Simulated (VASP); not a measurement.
# Bi2H3 (Pm-3m) in VASP: notebook

Runs on Bi2H3. Level: PBE. Tasks: single point, relaxation of cell and atoms.

Everything below comes from runs of VASP 6.6.1. Logs are shortened: lines on timing, memory, paths and dates and some standing lists are left out, and cuts for length are marked.

### 1 The cell of the first run

The structure is cubic, space group Pm-3m (No. 221). Conventional cell: a = 4.299 Å, b = 4.299 Å, c = 4.299 Å, α = 90.00°, β = 90.00°, γ = 90.00°. Within 2.8 Å of Bi (site symmetry m-3m) lie 6 H at 2.15 Å. Within 4.0 Å of Bi (site symmetry m-3m) lie 12 H at 3.04 Å and 8 Bi at 3.72 Å. Within 2.8 Å of H (site symmetry 4/mmm) lie 2 Bi at 2.15 Å.

### 2 Single point, PBE

Contents of INCAR:

```
ALGO     = Normal         # electronic algorithm
EDIFF    = 1E-7           # SCF threshold, eV
ENCUT    = 520            # plane-wave cutoff, eV
GGA      = PE             # functional
ISIF     = 2              # what is computed and relaxed
ISMEAR   = 0              # smearing method
LASPH    = True           # aspherical terms in the spheres
LCHARG   = False          # write CHGCAR
LREAL    = False          # projectors in reciprocal space
LWAVE    = False          # write WAVECAR
NBANDS   = 24             # bands
NELM     = 100            # most SCF steps
PREC     = Accurate       # precision mode
SIGMA    = 0.1            # smearing width, eV
```

Contents of KPOINTS:

```
k-points
0
Gamma
  10 10 10
```

Contents of POSCAR:

```
Bi2H3
1.0
    4.2991871936      0.0000000000      0.0000000000
    0.0000000000      4.2991871936      0.0000000000
    0.0000000000      0.0000000000      4.2991871936
Bi H
2 3
Direct
    0.5000000000      0.5000000000      0.5000000000
    0.0000000000      0.0000000000      0.0000000000
    0.0000000000      0.5000000000      0.5000000000
    0.5000000000      0.0000000000      0.5000000000
    0.5000000000      0.5000000000      0.0000000000
```

Potentials or basis: VASP PAW PBE potentials, release 64 (Bi_d, H).

Command:

```bash
cat potpaw_PBE.64/Bi_d/POTCAR potpaw_PBE.64/H/POTCAR > POTCAR
mpirun -np 1 vasp_std > vasp.out
```

OUTCAR:

```text
EDIFF = 1E-7
   ENCUT = 520
   GGA = PE
   ISIF = 2
   ISMEAR = 0
   LASPH = True
   LREAL = False
   NELM = 100
   PREC = Accurate

 ion  position               nearest neighbor table
   1  0.500  0.500  0.500-   3 2.15   4 2.15   5 2.15   5 2.15   4 2.15   3 2.15   2 3.72   2 3.72
                             2 3.72   2 3.72   2 3.72   2 3.72   2 3.72   2 3.72
   2  0.000  0.000  0.000-   1 3.72   1 3.72   1 3.72   1 3.72   1 3.72   1 3.72   1 3.72   1 3.72

   3  0.000  0.500  0.500-   1 2.15   1 2.15
   4  0.500  0.000  0.500-   1 2.15   1 2.15
   5  0.500  0.500  0.000-   1 2.15   1 2.15

  LATTYP: Found a simple cubic cell.
 ALAT       =     4.2991871936

  Lattice vectors:

 A1 = (   4.2991871936,   0.0000000000,   0.0000000000)
 A2 = (   0.0000000000,   4.2991871936,   0.0000000000)
 A3 = (   0.0000000000,   0.0000000000,   4.2991871936)

Analysis of symmetry for initial positions (statically):
=====================================================================
 Subroutine PRICEL returns:
 Original cell was already a primitive cell.

 Routine SETGRP: Setting up the symmetry group for a
 simple cubic supercell.

 Subroutine GETGRP returns: Found 48 space group operations
 (whereof 48 operations were pure point group operations)
 out of a pool of 48 trial point group operations.

The static configuration has the point symmetry O_h .

Analysis of symmetry for dynamics (positions and initial velocities):
=====================================================================
 Subroutine PRICEL returns:
 Original cell was already a primitive cell.

 Routine SETGRP: Setting up the symmetry group for a
 simple cubic supercell.

 Subroutine GETGRP returns: Found 48 space group operations
 (whereof 48 operations were pure point group operations)
 out of a pool of 48 trial point group operations.

The dynamic configuration has the point symmetry O_h .

 Subroutine INISYM returns: Found 48 space group operations
 (whereof 48 operations are pure point group operations),
 and found     1 'primitive' translations

----------------------------------------------------------------------------------------

                                     Primitive cell

[... 94 lines left out ...]
   ENCUT  =  520.0 eV  38.22 Ry    6.18 a.u.   7.99  7.99  7.99*2*pi/ulx,y,z
   NELM   =    100;   NELMIN=  2; NELMDL= -5     # of ELM steps
   EDIFF  = 0.1E-06   stopping-criterion for ELM
   LREAL  =      F    real-space projection
   EDIFFG = 0.1E-05   stopping-criterion for IOM
   NSW    =      0    number of steps for IOM
   IBRION =     -1    ionic relax: 0-MD 1-quasi-New 2-CG
   NFREE  =      0    steps in history (QN), initial steepest desc. (CG)
   ISIF   =      2    stress and relaxation
   ISYM   =      2    0-nonsym 1-usesym 2-fastsym
   POTIM  = 0.5000    time-step for ionic-motion
   TEBEG  =    0.0;   TEEND  =   0.0 temperature during run
   PSTRESS=    0.0 pullay stress
   NELECT =      33.0000    total number of electrons
   NUPDOWN=      -1.0000    fix difference up-down
   EMIN   =  10.00;   EMAX   =-10.00  energy-range for DOS
   EFERMI =   0.00;   METHOD = LEGACY
   ISMEAR =     0;   SIGMA  =   0.10  broadening in eV -4-tet -1-fermi 0-gaus
   EFERMI_NEDOS =   21; number of points for ismear=-14 and -15
   IALGO  =     38    algorithm
   IMIX   =      4    mixing-type and parameters
     AMIX     =   0.40;   BMIX     =  1.00
     AMIX_MAG =   1.60;   BMIX_MAG =  1.00
  volume/ion in A,a.u.               =      15.89       107.25
  Fermi-wavevector in a.u.,A,eV,Ry     =   1.221405  2.308121 20.297591  1.491831
  Thomas-Fermi vector in A             =   2.356589
   LORBIT       =      0    0 simple, 1 ext, 2 COOP (PROOUT), +10 PAW based schemes
   GGA     = PE    functional components
   LHFCALC =     F    Hartree Fock is set to
   AEXX    =    0.0000 exact exchange contribution
   IVDW    =     0    specifies the selected vdW correction
   LEPSILON=     F    determine dielectric tensor
   LRPA    =     F    only Hartree local field effects (RPA)
 non-spin polarized calculation
 Gauss-broadening in eV      SIGMA  =   0.10
  energy-cutoff  :      520.00
  volume of cell :       79.46
 maximum number of plane-waves:      2184
 NGX is ok and might be reduce to    32
   NGX = 15   NGY = 15   NGZ = 15

 number of electron      33.0000012 magnetization

 Free energy of the ion-electron system (eV)
  ---------------------------------------------------
  ext. energy  EPLUGINS =         0.00000000
  ---------------------------------------------------
  free energy    TOTEN  =       -14.11456443 eV

  energy without entropy =      -14.10515885  energy(sigma->0) =      -14.10986164

 E-fermi :   5.9899     XC(G=0):  -9.8318

 val. band max:        5.9888601043   @ k =   0.4000   0.4000   0.0000
 cond. band min:       6.0212856251   @ k =   0.2000   0.2000   0.2000
 fundamental gap:      0.0324255208
 Fermi energy:         5.9898515715

 k-point     1 :       0.0000    0.0000    0.0000
  band No.  band energies     occupation
      1     -17.1834      2.00000
      2     -17.1834      2.00000
      3     -17.1248      2.00000
      4     -17.1248      2.00000
      5     -17.1248      2.00000
      6     -16.9915      2.00000
[... 637 lines left out ...]
     23      13.1430      0.00000
     24      14.4956      0.00000

 [... further k-points ...]

------------------------ aborting loop because EDIFF is reached ----------------------------------------

  FORCE on cell =-STRESS in cart. coord.  units (eV):
  Direction    XX          YY          ZZ          XY          YZ          ZX
  --------------------------------------------------------------------------------------
  -------------------------------------------------------------------------------------
  Total       -0.0534170     -0.0534170     -0.0534170      0.0000000     -0.0000000      0.0000000
  in kB       -1.0770380     -1.0770380     -1.0770380      0.0000000     -0.0000000      0.0000000
  external PRESSURE =      -1.0770380 kB  Pullay stress =       0.0000000 kB

 VOLUME and BASIS-vectors are now :
 -----------------------------------------------------------------------------
  energy-cutoff  :      520.00
  volume of cell :       79.46
      direct lattice vectors                 reciprocal lattice vectors
     4.299187194  0.000000000  0.000000000     0.232602107  0.000000000  0.000000000
     0.000000000  4.299187194  0.000000000     0.000000000  0.232602107  0.000000000
     0.000000000  0.000000000  4.299187194     0.000000000  0.000000000  0.232602107

 POSITION                                       TOTAL-FORCE (eV/Angst)
 -----------------------------------------------------------------------------------
      2.14959      2.14959      2.14959         0.000000      0.000000      0.000000
      0.00000      0.00000      0.00000         0.000000      0.000000      0.000000
      0.00000      2.14959      2.14959         0.000000      0.000000      0.000000
      2.14959      0.00000      2.14959         0.000000      0.000000      0.000000
      2.14959      2.14959      0.00000         0.000000      0.000000      0.000000
 -----------------------------------------------------------------------------------
    total drift:                                0.000000      0.000000     -0.000000

  FREE ENERGIE OF THE ION-ELECTRON SYSTEM (eV)
  ---------------------------------------------------
  free  energy   TOTEN  =       -14.1145644293 eV

  energy  without entropy=      -14.1051588506  energy(sigma->0) =      -14.10986164
```

OSZICAR:

```text
N       E                     dE             d eps       ncg     rms          rms(c)
DAV:   1     0.318691308148E+03    0.31869E+03   -0.16545E+04  2688   0.155E+03
DAV:   2     0.121994004689E+02   -0.30649E+03   -0.29809E+03  2784   0.435E+02
DAV:   3    -0.137927066887E+02   -0.25992E+02   -0.25513E+02  3440   0.138E+02
DAV:   4    -0.146604093205E+02   -0.86770E+00   -0.86697E+00  3120   0.275E+01
DAV:   5    -0.147053525809E+02   -0.44943E-01   -0.44942E-01  4216   0.556E+00    0.380E+00
DAV:   6    -0.141747838730E+02    0.53057E+00   -0.42631E-01  3360   0.529E+00    0.149E+00
DAV:   7    -0.141121643232E+02    0.62620E-01   -0.26879E-01  3136   0.386E+00    0.358E-01
DAV:   8    -0.141138999810E+02   -0.17357E-02   -0.20977E-02  3320   0.138E+00    0.220E-01
DAV:   9    -0.141146017526E+02   -0.70177E-03   -0.23196E-03  3208   0.569E-01    0.464E-02
DAV:  10    -0.141145524926E+02    0.49260E-04   -0.22784E-04  3712   0.194E-01    0.210E-02
DAV:  11    -0.141145646155E+02   -0.12123E-04   -0.22195E-05  3520   0.414E-02    0.339E-03
DAV:  12    -0.141145648813E+02   -0.26586E-06   -0.15640E-06  3576   0.141E-02    0.102E-03
DAV:  13    -0.141145645526E+02    0.32873E-06   -0.72278E-08  1888   0.335E-03    0.302E-04
DAV:  14    -0.141145644301E+02    0.12251E-06   -0.22184E-08  1592   0.179E-03    0.517E-05
DAV:  15    -0.141145644293E+02    0.79945E-09   -0.68052E-09  1520   0.921E-04
   1 F= -.14114564E+02 E0= -.14109862E+02  d E =-.940558E-02
```

It took 77 s on 1 thread of Intel Xeon Platinum 8488C (Sapphire Rapids), shared host; peak memory 0.23 GiB.

What came out:

* Free energy: -14.1146 eV
* Pressure: -0.1 GPa

Levels at points of the mesh, in eV from the Fermi level:
| k point | band 14 | band 15 | band 16 | band 17 | band 18 | band 19 | band 20 | band 21 |
| --- | --- | --- | --- | --- | --- | --- | --- | --- |
| (0.00, 0.00, 0.00) | -2.65 | -2.04 | -2.04 | -2.04 | 1.59 | 2.95 | 2.95 | 2.95 |
| (0.50, 0.00, 0.00) | -2.45 | -2.19 | -0.32 | -0.32 | 0.28 | 0.28 | 2.78 | 4.75 |
| (0.50, 0.50, 0.00) | -6.59 | -1.26 | 0.20 | 0.27 | 0.27 | 0.89 | 4.34 | 6.02 |
| (0.50, 0.50, 0.50) | -5.80 | -5.80 | -2.12 | -2.12 | -2.12 | 7.23 | 7.23 | 7.23 |

Caveat: spin-orbit coupling is left out, which moves the levels of the heavy elements.

### 3 Relaxation of cell and atoms, PBE

This run uses another cell than the first one, of 16.09 Å³/atom, 1.012 times its volume.

Contents of INCAR:

```
PREC = Accurate
ENCUT = 600
EDIFF = 1E-6
ISMEAR = 0
SIGMA = 0.1
LREAL = False
LASPH = True
NELM = 100
ALGO = Normal
ISIF = 3
LWAVE = False
LCHARG = False
GGA = PE
IBRION = 2
NSW = 100
EDIFFG = -0.01
```

Contents of KPOINTS:

```
regular mesh
0
Gamma
  10 10 10
```

Edit POSCAR of step 2 so:

```diff
@@ -2,5 +2,5 @@
 1.0
-    4.2991871936      0.0000000000      0.0000000000
-    0.0000000000      4.2991871936      0.0000000000
-    0.0000000000      0.0000000000      4.2991871936
+    4.3165551713      0.0000000000      0.0000000000
+    0.0000000000      4.3165551713      0.0000000000
+    0.0000000000      0.0000000000      4.3165551713
 Bi H
```

Potentials or basis: VASP PAW PBE potentials, release 64 (Bi_d, H).

Command:

```bash
cat potpaw_PBE.64/Bi_d/POTCAR potpaw_PBE.64/H/POTCAR > POTCAR
mpirun -np 1 vasp_std > vasp.out
```

Wall time 2.8 min (1 thread of Intel Xeon Platinum 8488C (Sapphire Rapids), shared host); peak memory 0.27 GiB.

The run converged. Its results:

```yaml
Free_energy: -14.1157 eV
Relaxed_volume: 15.89 Å³/atom
Relaxed_cell: a = 4.299 Å, b = 4.299 Å, c = 4.299 Å, α = 90.00°, β = 90.00°, γ = 90.00°
Space_group_after_relaxing_to_0.05_Å: Pm-3m (No. 221)
Energy_gained_by_relaxing: 0.4 meV/atom
Ionic_steps: 3
Pressure_after_relaxing: 0.0 GPa
```

The path:
| step | energy change (eV) | largest force (eV/Å) | pressure (GPa) | volume (Å³) |
| --- | --- | --- | --- | --- |
| 1 | 0.0000 | 0.0000 | -0.60 | 80.43 |
| 2 | -0.0017 | 0.0000 | -0.18 | 79.73 |
| 3 | -0.0019 | 0.0000 | 0.00 | 79.45 |

Final structure:
```
Bi H
1.0
     4.29894    0.00000    0.00000
     0.00000    4.29894    0.00000
     0.00000    0.00000    4.29894
Bi H
2 3
Direct
  0.50000 0.50000 0.50000
  0.00000 0.00000 0.00000
  0.00000 0.50000 0.50000
  0.50000 0.00000 0.50000
  0.50000 0.50000 0.00000
```

Levels at points of the mesh, in eV from the Fermi level:
| k point | band 14 | band 15 | band 16 | band 17 | band 18 | band 19 | band 20 |
| --- | --- | --- | --- | --- | --- | --- | --- |
| (0.00, 0.00, 0.00) | -2.65 | -2.04 | -2.04 | -2.04 | 1.59 | 2.95 | 2.95 |
| (0.50, 0.00, 0.00) | -2.45 | -2.19 | -0.32 | -0.32 | 0.28 | 0.28 | 2.78 |
| (0.50, 0.50, 0.00) | -6.59 | -1.26 | 0.20 | 0.27 | 0.27 | 0.89 | 4.34 |
| (0.50, 0.50, 0.50) | -5.80 | -5.80 | -2.13 | -2.13 | -2.13 | 7.23 | 7.23 |

Caveat: spin-orbit coupling is left out, which moves the levels of the heavy elements.
